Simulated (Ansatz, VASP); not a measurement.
# CdS in VASP and in Ansatz

INCAR

```
SYSTEM = CdS
ALGO = Normal
EDIFF = 1E-7
ENCUT = 520
GGA = PE
GGA_COMPAT = .FALSE.
ISIF = 2
ISMEAR = -1
IVDW = 12
LASPH = .TRUE.
LCHARG = .TRUE.
LNONCOLLINEAR = .TRUE.
LORBIT = 11
LORBMOM = .TRUE.
LREAL = .FALSE.
LSORBIT = .TRUE.
LVHAR = .TRUE.
LWAVE = .FALSE.
MAGMOM = 0 0 0 0 0 0
NBANDS = 30
NELM = 150
PREC = Accurate
SIGMA = 0.1
```

KPOINTS

```
k-points
0
G
  8 8 8
  0 0 0
```

File POSCAR:

```
CdS
1.0
    0.0000000000      2.9737007966      2.9737007966
    2.9737007966      0.0000000000      2.9737007966
    2.9737007966      2.9737007966      0.0000000000
Cd S
1 1
Direct
    0.0000000000      0.0000000000      0.0000000000
    0.7500000000      0.7500000000      0.7500000000
```

input.yaml

```yaml
crystal:
  lattice:
    - [0.0, 2.9737007966, 2.9737007966]
    - [2.9737007966, 0.0, 2.9737007966]
    - [2.9737007966, 2.9737007966, 0.0]
  atoms:
    - { symbol: Cd, position: [0.0, 0.0, 0.0] }
    - { symbol: S, position: [0.75, 0.75, 0.75] }
hamiltonian:
  xc: pbe
  pseudopotentials: { kind: nc_fr, accuracy: standard }
  dispersion: d3bj
magnetization:
  noncollinear: true
  spin_orbit: true
kpoints:
  mp_grid: { grid: [8, 8, 8] }
scf:
  occupations: { method: fermi_dirac, width: 0.1 }
output:
  forces: true
  stress: true
  eigenvalues: true
  write_density: true
  write_potential: true
  elf: true
  volumetric_format: npy
```

Alike in both runs: task single point; functional PBE; dispersion D3(BJ); k mesh 8 × 8 × 8; occupations fermi-dirac, width 0.1 eV; non-collinear spin, spin-orbit coupling.

|  | VASP | Ansatz |
| --- | --- | --- |
| version | VASP 6.6.1 | Ansatz 0.2.0 |
| potentials or method | VASP PAW PBE potentials, release 64 (Cd, S) | PseudoDojo standard (PBE files) |
| plane-wave cutoff (eV) | 520 | 1388 |
| valence electrons in the cell | 18 | 26 |

Ansatz gave:

```
pressure (GPa) : -2.5
```

Question: What did VASP give for the same quantities?

Answer: Pressure (GPa): -2.3.

VASP's potentials hold 18 valence electrons a cell and Ansatz's 26, so a difference there can come from the potentials and not from the codes.
